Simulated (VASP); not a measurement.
Ta, 2 atoms in the cell. Symmetry: P6_3/mmc, No. 194, hexagonal system. The conventional cell has a = 2.755 Å, b = 2.755 Å, c = 5.724 Å, α = 90.00°, β = 90.00°, γ = 120.00°. Ta (site symmetry -6m2) has 12 Ta at 2.76 to 3.27 Å within 3.6 Å. This isn't the form of Ta at room conditions, which is bcc.

```yaml
Program: VASP 6.6.1
Task: single point
Functional: PBEsol
Potentials_or_basis: VASP PAW PBE potentials, release 64 (Ta_pv)
Cutoff: 520 eV
k_mesh: 14 × 14 × 7
Occupations: methfessel-paxton, width 0.15 eV
Spin: no spin polarisation
Dipole_correction: no
Further_INCAR_settings: ALGO = Normal; EDIFF = 1e-06; NBANDS = 18
```

Potentials or basis: VASP PAW PBE potentials, release 64 (Ta_pv).

Launch:

```bash
$ cat potpaw_PBE.64/Ta_pv/POTCAR > POTCAR
$ mpirun -np 1 vasp_std > vasp.out
```

Hardware: 1 thread of Intel Xeon 8259CL, on a shared host.

**Question.** Estimate the wall time of this run.

**Answer.** Run time: 87 s on 1 thread of Intel Xeon 8259CL, with other jobs on the host, peak memory 0.19 GiB. Counts: scf iterations 12, k points 96.
